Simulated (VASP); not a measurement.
AlRu (rocksalt type):

```
Ru Al
1.0
     0.00000    2.53593    2.53593
     2.53593    0.00000    2.53593
     2.53593    2.53593    0.00000
Ru Al
1 1
Direct
  0.00000 0.00000 0.00000
  0.50000 0.50000 0.50000
```

```yaml
Program: VASP 6.6.1
Task: relaxation of cell and atoms
Functional: PBE
Potentials_or_basis: VASP PAW PBE potentials, release 64 (Ru_pv, Al)
Cutoff: 600 eV
k_mesh: 14 × 14 × 14
Occupations: fermi-dirac, width 0.05 eV
Spin: no spin polarisation
```

At the start: pressure -6.8 GPa; volume 16.31 Å³/atom.

Where does the relaxation end?

Over 6 steps the energy falls by 18.9 meV/atom and the volume is 15.46 Å³/atom (-5.2 %); space group Fm-3m (No. 225, to 0.05 Å).

Step by step:
| step | energy change (eV) | largest force (eV/Å) | pressure (GPa) | volume (Å³) |
| --- | --- | --- | --- | --- |
| 1 | 0.0000 | 0.0000 | -6.84 | 32.62 |
| 2 | -0.0028 | 0.0000 | 7.89 | 29.44 |
| 3 | -0.0378 | 0.0000 | -0.06 | 30.94 |
| 4 | -0.0378 | 0.0000 | 0.12 | 30.91 |
| 5 | -0.0378 | 0.0000 | -0.13 | 30.95 |
| 6 | -0.0378 | 0.0000 | 0.01 | 30.93 |

Final structure:
```xyz
2
Lattice="0.0000 2.4914 2.4914 2.4914 0.0000 2.4914 2.4914 2.4914 0.0000" Properties=species:S:1:pos:R:3 pbc="T T T"
Ru    0.0000    0.0000    0.0000
Al    2.4914    2.4914    2.4914
```
